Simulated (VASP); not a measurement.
Write the native input for VASP 6.6.1 that does the following.

```
Task                   : relaxation of cell and atoms
Functional             : PBEsol
Potentials or basis    : VASP PAW PBE potentials, release 64 (Al)
Cutoff                 : 600 eV
k mesh                 : 11 × 11 × 6
Occupations            : fermi-dirac, width 0.05 eV
Spin                   : no spin polarisation
Target pressure        : 2 GPa
Dipole correction      : no
Further INCAR settings : ALGO = Fast; EDIFF = 1e-07; IBRION = 2; EDIFFG = -0.01; NSW = 60; ISIF = 3
```

The structure of Al lies in POSCAR:

```
Al
1.0
    2.8124553515      0.0000000000      0.0000000000
   -1.4062276757      2.4356577814      0.0000000000
    0.0000000000      0.0000000000      4.8668500000
Al
2
Direct
    0.3333333333      0.6666666667      0.2500000000
    0.6666666667      0.3333333333      0.7500000000
```

These files were run (other wordings do the same):

INCAR

```
PREC = Accurate
ENCUT = 600
EDIFF = 1E-7
ISMEAR = -1
SIGMA = 0.05
LREAL = False
LASPH = True
NELM = 80
ALGO = Fast
ISIF = 3
LWAVE = False
LCHARG = False
GGA = PS
IBRION = 2
NSW = 60
EDIFFG = -0.01
PSTRESS = 20.0
```

KPOINTS

```
Automatic mesh
0
Gamma
  11 11 6
```

Potentials or basis: VASP PAW PBE potentials, release 64 (Al).

Command:

```bash
$ cat potpaw_PBE.64/Al/POTCAR > POTCAR
$ mpirun -np 1 vasp_std > vasp.out
```

It gave:

```yaml
Relaxed_volume: 15.95 Å³/atom
Relaxed_cell: a = 2.814 Å, b = 2.814 Å, c = 4.651 Å, α = 90.00°, β = 90.00°, γ = 120.00°
Space_group_after_relaxing_to_0.05_Å: P6_3/mmc (No. 194)
Energy_change_on_relaxing_the_enthalpy_is_what_falls: -8.9 meV/atom
Ionic_steps: 7
Pressure_after_relaxing: 2.0 GPa
Band_gap_on_the_k_mesh: zero (band 3 reaches 12.31 eV, above the bottom of band 4 at 5.22 eV)
```

Caveat: the cell is relaxed towards a set pressure, so the enthalpy falls and the energy may rise; the PAW data sets were made with another functional, which shifts forces and pressure a little.

It took 57 s on 1 thread of Intel(R) Xeon(R) Platinum 8488C (Sapphire Rapids), with other jobs on the host, peak memory 0.16 GiB.
